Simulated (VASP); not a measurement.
AgIrC6N6: single point with PBE

The system is AgIrC6N6.

```
CELL_PARAMETERS angstrom
0.00000 5.35458 5.35458
5.35458 0.00000 5.35458
5.35458 5.35458 0.00000
ATOMIC_POSITIONS crystal
Ag 0.00000 0.00000 0.00000
Ir 0.50000 0.50000 0.50000
C 0.79427 0.20573 0.20573
C 0.20573 0.79427 0.20573
C 0.20573 0.20573 0.79427
C 0.20573 0.79427 0.79427
C 0.79427 0.20573 0.79427
C 0.79427 0.79427 0.20573
N 0.68565 0.31435 0.31435
N 0.31435 0.68565 0.31435
N 0.31435 0.31435 0.68565
N 0.31435 0.68565 0.68565
N 0.68565 0.31435 0.68565
N 0.68565 0.68565 0.31435
```

| Property | Result |
| --- | --- |
| Program | VASP 6.6.1 |
| Task | single point |
| Functional | PBE |
| Potentials or basis | VASP PAW PBE potentials, release 64 (Ag, Ir, C, N) |
| Cutoff | 520 eV |
| k mesh | 4 × 4 × 4 |
| Occupations | gaussian, width 0.1 eV |
| Spin | collinear spin, ferromagnetic start |
| Starting moments | [0.0, 1.0, 0.0, 0.0, 0.0, 0.0, 0.0, 0.0, 0.0, 0.0, 0.0, 0.0, 0.0, 0.0] μB |
| Dipole correction | no |
| Further INCAR settings | ALGO = Normal; EDIFF = 1e-06; NBANDS = 54 |

```yaml
Pressure: 0.9 GPa
Largest_force: 0.385 eV/Å
Band_gap_on_the_k_mesh: zero (filled and empty bands overlap)
Net_moment: 0.00 μB per cell
Valence_electrons_inside_the_program's_atomic_spheres: Ag 9.87; Ir 8.63; C 2.55; N 3.92
```

Forces in eV/Å, atoms in the order of the input:
```
Ag   0.000  0.000  0.000
Ir   0.000  0.000  0.000
C   -0.385  0.000  0.000
C    0.000 -0.385  0.000
C    0.000  0.000 -0.385
C    0.385  0.000  0.000
C    0.000  0.385  0.000
C    0.000  0.000  0.385
N    0.293  0.000  0.000
N    0.000  0.293  0.000
N    0.000  0.000  0.293
N   -0.293  0.000  0.000
N    0.000 -0.293  0.000
N    0.000  0.000 -0.293
```

Levels at points of the mesh, in eV from the Fermi level:
Spin up:
```
           k point  band 34  band 35  band 36  band 37  band 38  band 39  band 40  band 41
(0.00, 0.00, 0.00)    -1.32    -1.32    -1.32    -0.19    -0.19     4.01     4.01     4.12
(0.50, 0.00, 0.00)    -1.24    -1.24    -1.24     0.13     0.13     3.79     3.79     3.80
(0.50, 0.50, 0.00)    -1.33    -1.08    -1.08    -0.18    -0.05     3.73     3.99     4.03
```
Spin down:
```csv
k point,band 33,band 34,band 35,band 36,band 37,band 38,band 39,band 40,band 41,band 42
"(0.00, 0.00, 0.00)",-3.17,-1.32,-1.32,-1.32,-0.19,-0.19,4.01,4.01,4.12,4.12
"(0.50, 0.00, 0.00)",-3.18,-1.24,-1.24,-1.24,0.13,0.13,3.79,3.79,3.80,4.06
"(0.50, 0.50, 0.00)",-3.05,-1.33,-1.08,-1.08,-0.18,-0.05,3.73,3.99,4.03,4.41
```

It took 7.9 min on 1 thread of Intel Xeon 6975P-C, with other jobs on the host, peak memory 0.71 GiB.

Caveat: spin-orbit coupling is left out, which moves the levels of the heavy elements.
